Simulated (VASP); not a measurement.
# Ta16C (a cell with a defect) in VASP: further runs

Ta16C (a cell with a defect) is run at these levels: PBE+D3(BJ); tasks: single point.

Program: VASP 6.6.1. These are calculated values, not measurements. Logs are shortened: lines on timing, memory, paths and dates and some standing lists are left out, and cuts for length are marked.

### 1 The cell of the first run

The cell holds a defect, 17 atoms: a = 6.620 Å, b = 6.620 Å, c = 6.620 Å, α = 90.00°, β = 90.00°, γ = 90.00°.

### 2 Single point, PBE+D3(BJ)

File INCAR:

```
SYSTEM = Ta16C
PREC     = Accurate       ! precision mode
ENCUT    = 520            ! plane-wave cutoff, eV
EDIFF    = 1E-6           ! SCF threshold, eV
ISMEAR   = 0              ! smearing method
SIGMA    = 0.05           ! smearing width, eV
LREAL    = Auto         
LASPH    = .TRUE.         ! aspherical terms in the spheres
NELM     = 100            ! most SCF steps
ALGO     = Normal         ! electronic algorithm
ISIF     = 2              ! what is computed and relaxed
LWAVE    = .FALSE.        ! write WAVECAR
LCHARG   = .FALSE.        ! write CHGCAR
GGA      = PE             ! functional
IVDW     = 12             ! dispersion correction
NBANDS   = 104            ! bands
```

File KPOINTS:

```
regular mesh
0
G
  3 3 3
  0 0 0
```

File POSCAR:

```
Ta16C
1.0
    6.6200000000      0.0000000000      0.0000000000
    0.0000000000      6.6200000000      0.0000000000
    0.0000000000      0.0000000000      6.6200000000
Ta C
16 1
Direct
   -0.0070845921      0.0001395770     -0.0004161631
    0.5027175227      0.0385774924     -0.0004158610
   -0.0070832326      0.4957389728     -0.0004158610
   -0.0099574018     -0.0050132931      0.4995839879
    0.2405679758      0.2479383686      0.2546283988
    0.5027179758      0.4572978852     -0.0004157100
    0.4955237160     -0.0007670695      0.4995841390
    0.7578042296      0.2479386707      0.2597699396
   -0.0099561934      0.5008909366      0.4995839879
    0.2417492447      0.7479395770      0.2583383686
    0.2405676737      0.2479386707      0.7445400302
    0.4955238671      0.4966436556      0.4995839879
    0.7366673716      0.7479382175      0.2446734139
    0.7578031722      0.2479386707      0.7393977341
    0.2417484894      0.7479395770      0.7408300604
    0.7366661631      0.7479383686      0.7544947130
    0.4316075529      0.7479370091     -0.0004160121
```

Potentials or basis: VASP PAW PBE potentials, release 64 (Ta_pv, C).

The run is started by

```sh
cat potpaw_PBE.64/Ta_pv/POTCAR potpaw_PBE.64/C/POTCAR > POTCAR
mpirun -np 1 vasp_std > vasp.out
```

OUTCAR:

```text
SYSTEM = Ta16C
   PREC = Accurate
   ENCUT = 520
   EDIFF = 1E-6
   ISMEAR = 0
   LREAL = Auto
   LASPH = .TRUE.
   NELM = 100
   ISIF = 2
   GGA = PE
   IVDW = 12
 IVDW          = 12

 ion  position               nearest neighbor table
   1  0.993  0.000  1.000-   8 2.84  14 2.84  11 2.87   5 2.87  13 2.88  16 2.88  15 2.90  10 2.90
                             2 3.26   3 3.28   4 3.31   4 3.31   3 3.34   2 3.38
   2  0.503  0.039  1.000-  17 1.98   6 2.77  14 2.78   8 2.78   5 2.79  11 2.79  16 2.96  13 2.96
                            10 3.10  15 3.10   1 3.26   7 3.32   7 3.32   1 3.38
   3  0.993  0.496  1.000-   8 2.84  14 2.84  11 2.87   5 2.87  13 2.88  16 2.88  15 2.90  10 2.90
                             6 3.26   1 3.28   9 3.31   9 3.31   1 3.34   6 3.38
   4  0.990  0.995  0.500-   8 2.77  14 2.77  15 2.83  10 2.83   5 2.86  11 2.86  13 2.89  16 2.89
                             9 3.27   7 3.27   1 3.31   1 3.31   7 3.35   9 3.35
   5  0.241  0.248  0.255-   6 2.79   2 2.79   9 2.86   4 2.86  12 2.86   7 2.86   1 2.87   3 2.87
                             8 3.20  11 3.24  10 3.31  10 3.31  11 3.38   8 3.42
   6  0.503  0.457  1.000-  17 1.98   2 2.77  14 2.78   8 2.78   5 2.79  11 2.79  16 2.96  13 2.96
                            10 3.10  15 3.10   3 3.26  12 3.32  12 3.32   3 3.38
   7  0.496  0.999  0.500-  10 2.85  15 2.85  16 2.86  13 2.86   5 2.86  11 2.86  14 2.87   8 2.87
                             4 3.27  12 3.29   2 3.32   2 3.32  12 3.33   4 3.35
   8  0.758  0.248  0.260-   4 2.77   9 2.77   6 2.78   2 2.78   1 2.84   3 2.84  12 2.87   7 2.87
                            14 3.18   5 3.20  13 3.31  13 3.31   5 3.42  14 3.44
   9  0.990  0.501  0.500-   8 2.77  14 2.77  15 2.83  10 2.83  11 2.86   5 2.86  13 2.89  16 2.89
                             4 3.27  12 3.27   3 3.31   3 3.31  12 3.35   4 3.35
  10  0.242  0.748  0.258-  17 2.12   4 2.83   9 2.83   7 2.85  12 2.85   3 2.90   1 2.90   2 3.10
                             6 3.10  15 3.19  13 3.28   5 3.31   5 3.31  13 3.34  15 3.43
  11  0.241  0.248  0.745-   6 2.79   2 2.79   9 2.86   4 2.86  12 2.86   7 2.86   1 2.87   3 2.87
                            14 3.20   5 3.24  15 3.31  15 3.31   5 3.38  14 3.42
  12  0.496  0.497  0.500-  10 2.85  15 2.85  16 2.86  13 2.86   5 2.86  11 2.86  14 2.87   8 2.87
                             9 3.27   7 3.29   6 3.32   6 3.32   7 3.33   9 3.35
  13  0.737  0.748  0.245-  17 2.59  12 2.86   7 2.86   3 2.88   1 2.88   4 2.89   9 2.89   2 2.96
                             6 2.96  16 3.24  10 3.28   8 3.31   8 3.31  10 3.34  16 3.38
  14  0.758  0.248  0.739-   4 2.77   9 2.77   6 2.78   2 2.78   1 2.84   3 2.84  12 2.87   7 2.87
                             8 3.18  11 3.20  16 3.31  16 3.31  11 3.42   8 3.44
  15  0.242  0.748  0.741-  17 2.12   4 2.83   9 2.83   7 2.85  12 2.85   3 2.90   1 2.90   2 3.10
                             6 3.10  10 3.19  16 3.28  11 3.31  11 3.31  16 3.34  10 3.43
  16  0.737  0.748  0.754-  17 2.59   7 2.86  12 2.86   3 2.88   1 2.88   4 2.89   9 2.89   2 2.96
                             6 2.96  13 3.24  15 3.28  14 3.31  14 3.31  15 3.34  13 3.38
  17  0.432  0.748  1.000-   6 1.98   2 1.98  10 2.12  15 2.12  16 2.59  13 2.59

  LATTYP: Found a simple cubic cell.
 ALAT       =     6.6200000000

  Lattice vectors:

 A1 = (   6.6200000000,   0.0000000000,   0.0000000000)
 A2 = (   0.0000000000,   6.6200000000,   0.0000000000)
 A3 = (   0.0000000000,   0.0000000000,   6.6200000000)

Analysis of symmetry for initial positions (statically):
=====================================================================
 Subroutine PRICEL returns:
 Original cell was already a primitive cell.

 Routine SETGRP: Setting up the symmetry group for a
 simple cubic supercell.

 Subroutine GETGRP returns: Found  4 space group operations
 (whereof  1 operations were pure point group operations)
 out of a pool of 48 trial point group operations.

The static configuration has the point symmetry C_1 .
 The point group associated with its full space group is C_2v.

Analysis of symmetry for dynamics (positions and initial velocities):
=====================================================================
 Subroutine PRICEL returns:
 Original cell was already a primitive cell.

 Routine SETGRP: Setting up the symmetry group for a
 simple cubic supercell.

 Subroutine GETGRP returns: Found  4 space group operations
 (whereof  1 operations were pure point group operations)
 out of a pool of 48 trial point group operations.

The dynamic configuration has the point symmetry C_1 .
 The point group associated with its full space group is C_2v.

 Subroutine INISYM returns: Found  4 space group operations
 (whereof  1 operations are pure point group operations),
 and found     1 'primitive' translations

----------------------------------------------------------------------------------------

                                     Primitive cell

[... 63 lines left out ...]

  Length of vectors
     0.050352467  0.050352467  0.050352467

  Shift w.r.t. Gamma in fractional coordinates (k-lattice)
     0.000000000  0.000000000  0.000000000

 Subroutine IBZKPT returns following result:
 ===========================================

 Found      8 irreducible k-points:

 Following reciprocal coordinates:
            Coordinates               Weight
  0.000000  0.000000  0.000000      1.000000
  0.333333  0.000000  0.000000      2.000000
  0.000000  0.333333  0.000000      2.000000
  0.000000  0.000000  0.333333      2.000000
  0.333333  0.333333  0.000000      4.000000
  0.000000  0.333333  0.333333      4.000000
  0.333333  0.000000  0.333333      4.000000
  0.333333  0.333333  0.333333      8.000000
   k-points           NKPTS =      8   k-points in BZ     NKDIM =      8   number of bands    NBANDS=    104
   number of dos      NEDOS =    301   number of ions     NIONS =     17
   total plane-waves  NPLWV = 125000
   dimension x,y,z NGX =    50 NGY =   50 NGZ =   50
   dimension x,y,z NGXF=   100 NGYF=  100 NGZF=  100
   ions per type =              16   1
   NGX,Y,Z   is equivalent  to a cutoff of  12.56, 12.56, 12.56 a.u.
   NGXF,Y,Z  is equivalent  to a cutoff of  25.11, 25.11, 25.11 a.u.
 SYSTEM =  Ta16C
   PREC   = accura    normal or accurate (medium, high low for compatibility)
   ISTART =      0    job   : 0-new  1-cont  2-samecut
   ICHARG =      2    charge: 1-file 2-atom 10-const
   ISPIN  =      1    spin polarized calculation?
   LNONCOLLINEAR =      F non collinear calculations
   LSORBIT =      F    spin-orbit coupling
   LASPH  =      T    aspherical Exc in radial PAW
   ENCUT  =  520.0 eV  38.22 Ry    6.18 a.u.  12.31 12.31 12.31*2*pi/ulx,y,z
   NELM   =    100;   NELMIN=  2; NELMDL= -5     # of ELM steps
   EDIFF  = 0.1E-05   stopping-criterion for ELM
   LREAL  =      T    real-space projection
   EDIFFG = 0.1E-04   stopping-criterion for IOM
   NSW    =      0    number of steps for IOM
   IBRION =     -1    ionic relax: 0-MD 1-quasi-New 2-CG
   NFREE  =      0    steps in history (QN), initial steepest desc. (CG)
   ISIF   =      2    stress and relaxation
   ISYM   =      2    0-nonsym 1-usesym 2-fastsym
   POTIM  = 0.5000    time-step for ionic-motion
   TEBEG  =    0.0;   TEEND  =   0.0 temperature during run
   PSTRESS=    0.0 pullay stress
   NELECT =     180.0000    total number of electrons
   NUPDOWN=      -1.0000    fix difference up-down
   EMIN   =  10.00;   EMAX   =-10.00  energy-range for DOS
   EFERMI =   0.00;   METHOD = LEGACY
   ISMEAR =     0;   SIGMA  =   0.05  broadening in eV -4-tet -1-fermi 0-gaus
   EFERMI_NEDOS =   21; number of points for ismear=-14 and -15
   IALGO  =     38    algorithm
   IMIX   =      4    mixing-type and parameters
     AMIX     =   0.40;   BMIX     =  1.00
     AMIX_MAG =   1.60;   BMIX_MAG =  1.00
  volume/ion in A,a.u.               =      17.07       115.17
  Fermi-wavevector in a.u.,A,eV,Ry     =   1.396286  2.638598 26.526112  1.949614
  Thomas-Fermi vector in A             =   2.519655
   LORBIT       =      0    0 simple, 1 ext, 2 COOP (PROOUT), +10 PAW based schemes
   GGA     = PE    functional components
   LHFCALC =     F    Hartree Fock is set to
   AEXX    =    0.0000 exact exchange contribution
   IVDW    =    12    specifies the selected vdW correction
   LEPSILON=     F    determine dielectric tensor
   LRPA    =     F    only Hartree local field effects (RPA)
 non-spin polarized calculation
 Gauss-broadening in eV      SIGMA  =   0.05
  energy-cutoff  :      520.00
  volume of cell :      290.12
 maximum number of plane-waves:      7820
 NGX is ok and might be reduce to    50
   NGX = 25   NGY = 25   NGZ = 25

 number of electron     179.9999986 magnetization

 Free energy of the ion-electron system (eV)
  ---------------------------------------------------
  ext. energy  EPLUGINS =         0.00000000
  ---------------------------------------------------
  free energy    TOTEN  =      -197.66749472 eV

  energy without entropy =     -197.63624285  energy(sigma->0) =     -197.65186879

 E-fermi :   5.6718     XC(G=0): -12.6915

 val. band max:        5.6623594165   @ k =   0.0000   0.0000   0.3333
 cond. band min:       5.7003229786   @ k =   0.3333   0.0000   0.3333
 fundamental gap:      0.0379635621
 Fermi energy:         5.6718073974

 k-point     1 :       0.0000    0.0000    0.0000
  band No.  band energies     occupation
      1     -28.7284      2.00000
      2     -28.6027      2.00000
      3     -28.5950      2.00000
      4     -28.5755      2.00000
      5     -28.5667      2.00000
      6     -28.5606      2.00000
[... 829 lines left out ...]
    101       8.4924      0.00000
    102       8.5382      0.00000
 [bands above 102 left out]

------------------------ aborting loop because EDIFF is reached ----------------------------------------

 Edisp (eV)  -10.94174

 E8    (eV) :    -5.6825

  FORCE on cell =-STRESS in cart. coord.  units (eV):
  Direction    XX          YY          ZZ          XY          YZ          ZX
  --------------------------------------------------------------------------------------
  -------------------------------------------------------------------------------------
  Total      -2.08291    12.88962     1.45517     0.00000     0.00000     0.00000
  in kB     -11.50292    71.18308     8.03621     0.00000     0.00000     0.00000
  external pressure =       22.57 kB  Pullay stress =        0.00 kB

 VOLUME and BASIS-vectors are now :
 -----------------------------------------------------------------------------
  energy-cutoff  :      520.00
  volume of cell :      290.12
      direct lattice vectors                 reciprocal lattice vectors
     6.620000000  0.000000000  0.000000000     0.151057402  0.000000000  0.000000000
     0.000000000  6.620000000  0.000000000     0.000000000  0.151057402  0.000000000
     0.000000000  0.000000000  6.620000000     0.000000000  0.000000000  0.151057402

 POSITION                                       TOTAL-FORCE (eV/Angst)
 -----------------------------------------------------------------------------------
      6.57310      0.00092      6.61725        -0.128200     -0.006796      0.000000
      3.32799      0.25538      6.61725        -0.106415      0.378555      0.000000
      6.57311      3.28179      6.61725        -0.128200      0.006796      0.000000
      6.55408      6.58681      3.30725        -0.008649     -0.168181      0.000000
      1.59256      1.64135      1.68564        -0.159834      0.000000      0.101049
      3.32799      3.02731      6.61725        -0.106415     -0.378555      0.000000
[... 9 lines left out ...]
      4.87673      4.95135      4.99476        -0.241695      0.000000      0.151440
      2.85724      4.95134      6.61725         1.258090      0.000000      0.000000
 -----------------------------------------------------------------------------------
    total drift:                                0.008029     -0.043718     -0.002301

  FREE ENERGIE OF THE ION-ELECTRON SYSTEM (eV)
  ---------------------------------------------------
  free  energy   TOTEN  =      -208.6092300372 eV

  energy  without entropy=     -208.5779781690  energy(sigma->0) =     -208.59360410
```

It took 5.3 min on 1 thread of Intel Xeon 6975P-C (Granite Rapids), shared host; peak memory 0.44 GiB.

What came out:

* Free energy: -208.6092 eV
* Pressure: 2.3 GPa
* Largest force: 1.258 eV/Å
* Band gap on the k mesh: zero (band 90 reaches 6.65 eV, above the bottom of band 91 at 5.29 eV)
* Dispersion energy per atom: -0.644 eV

Forces on the atoms (eV/Å):
```
Ta  -0.128 -0.007  0.000
Ta  -0.106  0.379  0.000
Ta  -0.128  0.007  0.000
Ta  -0.009 -0.168  0.000
Ta  -0.160  0.000  0.101
Ta  -0.106 -0.379  0.000
Ta  -0.075  0.011  0.000
Ta   0.037  0.000  0.121
Ta  -0.009  0.168  0.000
Ta   0.054  0.000 -0.333
Ta  -0.160  0.000 -0.101
Ta  -0.075 -0.011  0.000
Ta  -0.242  0.000 -0.151
Ta   0.037  0.000 -0.121
Ta   0.054  0.000  0.333
Ta  -0.242  0.000  0.151
C    1.258  0.000  0.000
```

Stress tensor (GPa, compression positive):
```
-1.15  0.00  0.00
 0.00  7.12  0.00
 0.00  0.00  0.80
```

Levels at points of the mesh, in eV from the Fermi level:
```tsv
k point	band 85	band 86	band 87	band 88	band 89	band 90
(0.00, 0.00, 0.00)	0.58	0.64	0.70	0.72	0.98	0.98
```

Caveat: spin-orbit coupling is left out, which moves the levels of the heavy elements.

[end of part 1 of 2]
